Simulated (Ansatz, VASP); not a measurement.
## Hf in VASP and in Ansatz

File INCAR:

```
  PREC = Accurate
  ENCUT = 520
  EDIFF = 1E-6
  ISMEAR = -1
  SIGMA = 0.03
  LREAL = False
  LASPH = True
  NELM = 80
  ALGO = Normal
  ISIF = 2
  LWAVE = False
  LCHARG = True
  GGA = PS
  LELF = True
  LVHAR = True
  NBANDS = 11
```

KPOINTS

```
Automatic mesh
0
Gamma
  16 16 16
```

File POSCAR:

```
Hf
1.0
    0.0000000000      2.2347024152      2.2347024152
    2.2347024152      0.0000000000      2.2347024152
    2.2347024152      2.2347024152      0.0000000000
Hf
1
Direct
    0.0000000000      0.0000000000      0.0000000000
```

Input for Ansatz:

```yaml
crystal:
  lattice:
    - [0.0, 2.2347024152, 2.2347024152]
    - [2.2347024152, 0.0, 2.2347024152]
    - [2.2347024152, 2.2347024152, 0.0]
  atoms:
    - { symbol: Hf, position: [0.0, 0.0, 0.0] }
kpoints:
  mp_grid: { grid: [16, 16, 16] }
  band_path:
    path:
      - [0.0, 0.0, 0.0]
      - [0.5, 0.0, 0.5]
      - [0.625, 0.25, 0.625]
      - [0.375, 0.375, 0.75]
      - [0.0, 0.0, 0.0]
      - [0.5, 0.5, 0.5]
      - [0.5, 0.25, 0.75]
      - [0.5, 0.0, 0.5]
    npoints: 5
scf:
  occupations: { method: fermi_dirac, width: 0.03 }
hamiltonian:
  xc: pbesol
  pseudopotentials: { kind: all_electron, lapw: { basis_error: 0.00025 } }
output:
  forces: true
  stress: true
  eigenvalues: true
```

Change from the starting cell: volume scaled by 1.02.

Alike in both runs: task single point; functional PBEsol; k mesh 16 × 16 × 16; occupations fermi-dirac, width 0.03 eV; no spin polarisation.

```csv
,VASP,Ansatz
version,VASP 6.6.1,Ansatz 0.2.0
potentials or method,"VASP PAW PBE potentials, release 64 (Hf_pv), cutoff 520 eV","all-electron LAPW, scalar-relativistic"
```

```tsv
	VASP	Ansatz	Ansatz less VASP
pressure (GPa)	-4.0	-3.5	+0.43
```

VASP's potentials were made for PBE, not for PBEsol. Ansatz ran all-electron here, and VASP with PAW potentials.

Spin-orbit coupling is off throughout.
